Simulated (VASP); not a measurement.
TiSi2: single point with PBE

TiSi2:

```
Ti Si
1.0
     0.00000    4.45449    3.68805
     2.58949    0.00000    3.68805
     2.58949    4.45449    0.00000
Ti Si
2 4
Direct
  0.75000 0.75000 0.75000
  0.50000 0.50000 0.50000
  0.08682 0.41318 0.08682
  0.41318 0.08682 0.41318
  0.16318 0.83682 0.16318
  0.83682 0.16318 0.83682
```

This cell differs from its parent crystal: ratio of the length along z to the lengths across it x 0.8, volume and fractional coordinates fixed.

- Program: VASP 6.6.1
- Task: single point
- Functional: PBE
- Potentials or basis: VASP PAW PBE potentials, release 64 (Ti_sv, Si)
- Cutoff: 520 eV
- k mesh: 14 × 14 × 14
- Occupations: gaussian, width 0.15 eV
- Spin: no spin polarisation

```
Pressure               : 16.0 GPa
Largest force          : 0.075 eV/Å
Band gap on the k mesh : zero (bands 20 and 21 overlap by 1.64 eV)
```

Forces on the atoms (eV/Å):
```
Ti   0.000  0.000  0.000
Ti   0.000  0.000  0.000
Si   0.000 -0.075  0.000
Si   0.000  0.075  0.000
Si   0.000  0.075  0.000
Si   0.000 -0.075  0.000
```

Stress tensor (GPa, compression positive):
```
 -1.63   0.00   0.00
  0.00 -10.71   0.00
  0.00   0.00  60.26
```

Levels at points of the mesh, in eV from the Fermi level:
| k point | band 17 | band 18 | band 19 | band 20 | band 21 | band 22 | band 23 | band 24 |
| --- | --- | --- | --- | --- | --- | --- | --- | --- |
| (0.00, 0.00, 0.00) | -2.50 | -1.99 | -1.33 | -0.65 | -0.33 | 1.73 | 2.11 | 2.47 |
| (0.50, 0.00, 0.00) | -1.70 | -1.17 | -0.73 | -0.01 | 0.81 | 1.35 | 1.41 | 2.15 |
| (0.50, 0.50, 0.00) | -2.16 | -2.16 | -0.83 | -0.83 | 1.39 | 1.39 | 2.84 | 2.84 |
| (0.50, 0.00, 0.50) | -1.65 | -1.65 | -0.61 | -0.61 | 0.45 | 0.45 | 2.61 | 2.61 |
| (0.00, 0.50, 0.50) | -1.19 | -1.19 | -0.83 | -0.83 | 0.73 | 0.73 | 2.46 | 2.46 |

Run time: 35 min on 1 thread of Intel Xeon 8259CL, on a shared host, peak memory 0.89 GiB.

Caveat: the stress differs along the axes, from -11 to 60 GPa.
